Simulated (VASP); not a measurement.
# Hg: single point with PBEsol

Hg:

```
Hg
1.0
     2.55756    0.00000    0.00000
    -1.27878    2.21491    0.00000
     0.00000    0.00000    4.18193
Hg
2
Direct
  0.33333 0.66667 0.25000
  0.66667 0.33333 0.75000
```

This cell differs from its parent crystal: volume scaled by 0.5.

| Property | Result |
| --- | --- |
| Program | VASP 6.6.1 |
| Task | single point |
| Functional | PBEsol |
| Potentials or basis | VASP PAW PBE potentials, release 64 (Hg) |
| Cutoff | 520 eV |
| k mesh | 15 × 15 × 8 |
| Occupations | fermi-dirac, width 0.08 eV |
| Spin | no spin polarisation |
| Dipole correction | no |
| Further INCAR settings | ALGO = Normal; EDIFF = 1e-06; NBANDS = 19 |

```json
{
  "Pressure": "264.5 GPa",
  "Band gap on the k mesh": "zero (band 12 reaches 13.85 eV, above the bottom of band 13 at 11.99 eV)"
}
```

Levels at points of the mesh, in eV from the Fermi level:
```
           k point  band 9  band 10  band 11  band 12  band 13  band 14  band 15  band 16
(0.00, 0.00, 0.00)  -11.43    -8.98    -8.98    -7.63    -0.64    11.34    13.88    14.83
(0.00, 0.00, 0.50)   -9.73    -9.73    -9.73    -9.73     8.94     8.94    12.22    12.22
```

Wall time 60 s on 1 thread of Intel(R) Xeon(R) Platinum 8259CL CPU @ 2.50GHz (Skylake/Cascade Lake), on a shared host, peak memory 0.17 GiB.

Caveat: the PAW data sets were made with another functional, which shifts forces and pressure a little; spin-orbit coupling is left out, which moves the levels of the heavy elements.
